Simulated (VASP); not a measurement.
Input of a VASP 6.6.1 run:

INCAR

```
SYSTEM = Ag
  PREC = Accurate
  ENCUT = 500
  EDIFF = 1E-6
  ISMEAR = 1
  SIGMA = 0.0044
  LREAL = .False.
  LASPH = .True.
  NELM = 120
  ALGO = Normal
  ISIF = 2
  LWAVE = .False.
  LCHARG = .False.
  GGA = PE
  NBANDS = 18
  ISYM = 0
  GGA_COMPAT = .False.
```

KPOINTS

```
Automatic mesh
0
Gamma
  3 3 2
  0.5 0.5 0
```

File POSCAR:

```
Ag
1.0
    2.9222991408      0.0000000000      0.0000000000
   -1.4611495704      2.5307852934      0.0000000000
    0.0000000000      0.0000000000      4.7016618100
Ag
2
Direct
    0.3333333333      0.6666666667      0.2500000000
    0.6666666667      0.3333333333      0.7500000000
```

Potentials or basis: VASP PAW PBE potentials, release 64 (Ag).

Run with:

```bash
$ cat potpaw_PBE.64/Ag/POTCAR > POTCAR
$ mpirun -np 1 vasp_std > vasp.out
```

Problem. Estimate the band gap on the k mesh.

Solution. Zero (band 11 reaches 9.07 eV, above the bottom of band 12 at 5.35 eV).

Problem. Estimate the pressure.

Solution. 3.6 GPa.

Stress tensor (GPa, compression positive):
```
5.43 0.00 0.00
0.00 5.43 0.00
0.00 0.00 0.04
```

Caveat: the k points lie up to 0.83 Å⁻¹ apart.
